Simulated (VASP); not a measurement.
Input of a VASP 6.6.1 run:

POSCAR

```
MnO
1.0
   -2.0994583269     -2.0994583269      4.3021392378
   -4.3021392378     -2.0994583269      2.0994583269
   -2.0994583269     -4.3021392378      2.0994583269
Mn O
2 2
Direct
    0.0000000000      0.0000000000      0.0000000000
    0.5000000000      0.5000000000      0.5000000000
    1.2500000000     -0.7500000000     -0.7500000000
    1.7500000000     -0.2500000000     -0.2500000000
```

File INCAR.step1:

```
ALGO = Normal
EDIFF = 1E-4
ENCUT = 520
GGA = PE
ISMEAR = 0
ISPIN = 2
LASPH = T
LCHARG = F
LMAXMIX = 4
LREAL = F
LWAVE = T
MAGMOM = 4.57 -4.57 0 0
NBANDS = 31
NELM = 150
PREC = Accurate
SIGMA = 0.05
```

INCAR.step2

```
ALGO = Normal
EDIFF = 1E-6
ENCUT = 520
ISIF = 2
ISMEAR = 0
ISPIN = 2
ISTART = 1
LASPH = T
LCHARG = F
LMAXMIX = 4
LMIXTAU = T
LORBIT = 11
LREAL = F
LWAVE = F
MAGMOM = 4.57 -4.57 0 0
METAGGA = R2SCAN
NBANDS = 31
NELM = 150
PREC = Accurate
SIGMA = 0.05
```

Contents of KPOINTS:

```
k-points
0
Gamma
  8 8 8
```

Potentials or basis: VASP PAW PBE potentials, release 64 (Mn_pv, O).

Launch:

```console
$ cat potpaw_PBE.64/Mn_pv/POTCAR potpaw_PBE.64/O/POTCAR > POTCAR
$ cp INCAR.step1 INCAR
$ mpirun -np 1 vasp_std > vasp.out
$ cp INCAR.step2 INCAR
$ mpirun -np 1 vasp_std > vasp.out
```

Estimate the net moment.

0.00 μB per cell.

Estimate the band gap on the k mesh.

1.84 eV.

Stress tensor (GPa, compression positive):
```
 7.60 -0.06  0.06
-0.06  7.60  0.06
 0.06  0.06  7.60
```

Caveat: the cell stands under pressure; the PAW data sets were made with another functional, which shifts forces and pressure a little. r2SCAN opens gaps a little over a GGA but as a rule still falls short of measured ones.
